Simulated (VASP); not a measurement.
Wanted: the native input for a VASP 6.6.1 run.

| Item | Value |
| --- | --- |
| Task | single point |
| Functional | PBE |
| Potentials or basis | VASP PAW PBE potentials, release 64 (Zr_sv, Ag, W_sv) |
| Cutoff | 520 eV |
| k mesh | 4 × 4 × 4 |
| Occupations | gaussian, width 0.1 eV |
| Spin | no spin polarisation |
| Dipole correction | no |
| Further INCAR settings | ALGO = Normal; EDIFF = 1e-07; NBANDS = 26 |

The structure of ZrAgW lies in POSCAR:

```
ZrAgW
1.0
    3.8141245500      0.0000000000      0.0000000000
    0.0000000000      3.8141245500      0.0000000000
    0.0000000000      0.0000000000      4.5873502500
Zr Ag W
1 1 1
Direct
    0.5000000000      0.5000000000      0.0000000000
    0.5000000000      0.5000000000      0.5000000000
    0.0000000000      0.0000000000      0.0000000000
```

One way to write it, as run:

INCAR

```
  PREC = Accurate
  ENCUT = 520
  EDIFF = 1E-7
  ISMEAR = 0
  SIGMA = 0.1
  LREAL = F
  LASPH = T
  NELM = 100
  ALGO = Normal
  ISIF = 2
  LWAVE = F
  LCHARG = T
  GGA = PE
  LELF = T
  LVHAR = T
  NBANDS = 26
```

KPOINTS

```
regular mesh
0
Gamma
  4 4 4
```

Potentials or basis: VASP PAW PBE potentials, release 64 (Zr_sv, Ag, W_sv).

Launch:

```sh
$ cat potpaw_PBE.64/Zr_sv/POTCAR potpaw_PBE.64/Ag/POTCAR potpaw_PBE.64/W_sv/POTCAR > POTCAR
$ mpirun -np 1 vasp_std > vasp.out
```

It gave:

* Pressure: 14.9 GPa

Caveat: the k points lie up to 0.41 Å⁻¹ apart.

It took 59 s on 1 thread of Intel(R) Xeon(R) Platinum 8259CL CPU @ 2.50GHz (Skylake/Cascade Lake) (shared host), peak memory 0.19 GiB.
